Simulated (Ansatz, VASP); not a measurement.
# MgO in VASP and in Ansatz

```
CELL_PARAMETERS angstrom
-0.03462 2.06755 2.06755
2.06755 -0.03462 2.06755
2.06755 2.06755 -0.03462
ATOMIC_POSITIONS crystal
Mg 0.00000 0.00000 0.00000
O 0.50000 0.50000 0.50000
```

Change from the starting cell: shear_111 strain -2.5%.

Alike in both runs: task single point; functional r2SCAN; k mesh 10 × 10 × 10; no spin polarisation.

|  | VASP | Ansatz |
| --- | --- | --- |
| version | VASP 6.6.1 | Ansatz 0.2.0 |
| potentials or method | VASP PAW PBE potentials, release 64 (Mg, O) | plane waves, PAW |
| plane-wave cutoff (eV) | 520 | 500 |
| occupations | gaussian, width 0.01 eV | fixed |
| valence electrons in the cell | 8 | 16 |

|  | VASP | Ansatz | Ansatz less VASP |
| --- | --- | --- | --- |
| gap on the k mesh at the Fermi level (eV) | 5.78 | 5.81 | +0.026 |
| pressure (GPa) | 3.2 | 4.4 | +1.17 |
| traceless stress, the component that is largest in VASP (GPa) | 2.60 | 2.59 | -0.016 |

VASP's potentials were made for PBE, not for r2SCAN. VASP's potentials hold 8 valence electrons a cell and Ansatz's 16, so a difference there can come from the potentials and not from the codes.
